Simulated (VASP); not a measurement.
Here is a VASP 6.6.1 calculation.

Contents of INCAR:

```
PREC = Accurate
ENCUT = 520
EDIFF = 1E-6
ISMEAR = -1
SIGMA = 0.05
LREAL = F
LASPH = T
NELM = 80
ALGO = Normal
ISIF = 2
LWAVE = F
LCHARG = F
GGA = B5
ALDAX = 1.0
AGGAX = 1.0
AGGAC = 1.0
ALDAC = 0.0
IVDW = 12
VDW_S6 = 1.0
VDW_S8 = 2.6996
VDW_A1 = 0.4298
VDW_A2 = 4.2359
NBANDS = 16
```

Contents of KPOINTS:

```
Automatic mesh
0
Gamma
  7 7 7
```

Contents of POSCAR:

```
HgTe
1.0
    0.0000000000      3.1710554852      3.1710554852
    3.1710554852      0.0000000000      3.1710554852
    3.1710554852      3.1710554852      0.0000000000
Hg Te
1 1
Direct
    0.0000000000      0.0000000000      0.0000000000
    0.7500000000      0.7500000000      0.7500000000
```

Potentials or basis: VASP PAW PBE potentials, release 64 (Hg, Te).

Command:

```sh
$ cat potpaw_PBE.64/Hg/POTCAR potpaw_PBE.64/Te/POTCAR > POTCAR
$ mpirun -np 1 vasp_std > vasp.out
```

Q: Estimate the pressure.

A: 5.7 GPa.

Q: Predict the dispersion energy per atom.

A: -0.886 eV.

Q: Predict the band gap on the k mesh.

A: Zero (filled and empty bands touch).

Caveat: the PAW data sets were made with another functional, which shifts forces and pressure a little; spin-orbit coupling is left out, which moves the levels of the heavy elements; pairwise dispersion overbinds metals, which lowers pressure and volume.
